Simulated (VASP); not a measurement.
The system is Ce3CoBr3.

```
CELL_PARAMETERS angstrom
5.90653 0.00000 0.00000
0.00000 5.90653 0.00000
0.00000 0.00000 5.90653
ATOMIC_POSITIONS crystal
Ce 0.50000 0.50000 0.00000
Ce 0.00000 0.50000 0.50000
Ce 0.50000 0.00000 0.50000
Co 0.50000 0.50000 0.50000
Br 0.50000 0.00000 0.00000
Br 0.00000 0.50000 0.00000
Br 0.00000 0.00000 0.50000
```

| Quantity | Value |
| --- | --- |
| Program | VASP 6.6.1 |
| Task | relaxation of cell and atoms |
| Functional | PBEsol |
| Dispersion | D4 |
| Potentials or basis | VASP PAW PBE potentials, release 64 (Ce, Co, Br) |
| Cutoff | 600 eV |
| k mesh | 3 × 3 × 3 |
| Occupations | methfessel-paxton, width 0.001 eV |
| Spin | no spin polarisation |

At the start: pressure -4.8 GPa; volume 29.44 Å³/atom.

Task: Where does the relaxation end?

Result: Over 3 steps the energy falls by 44.8 meV/atom and the volume is 26.71 Å³/atom (-9.3 %); space group Pm-3m (No. 221, to 0.1 Å) before and after.

The path:
| step | energy change (eV) | largest force (eV/Å) | pressure (GPa) | volume (Å³) |
| --- | --- | --- | --- | --- |
| 1 | 0.0000 | 0.0000 | -4.83 | 206.06 |
| 2 | -0.2695 | 0.0000 | 2.27 | 180.72 |
| 3 | -0.3133 | 0.0000 | 0.02 | 187.00 |

Final structure:
```xyz
7
Lattice="5.7185 0.0000 0.0000 0.0000 5.7185 0.0000 0.0000 0.0000 5.7185" Properties=species:S:1:pos:R:3 pbc="T T T"
Ce    2.8592    2.8592    0.0000
Ce    0.0000    2.8592    2.8592
Ce    2.8592    0.0000    2.8592
Co    2.8592    2.8592    2.8592
Br    2.8592    0.0000    0.0000
Br    0.0000    2.8592    0.0000
Br    0.0000    0.0000    2.8592
```

Caveat: the PAW data sets were made with another functional, which shifts forces and pressure a little; the run has no spin polarisation, though such a crystal can be magnetic; semilocal functionals describe open f shells poorly, which spoils levels, moments and volumes.
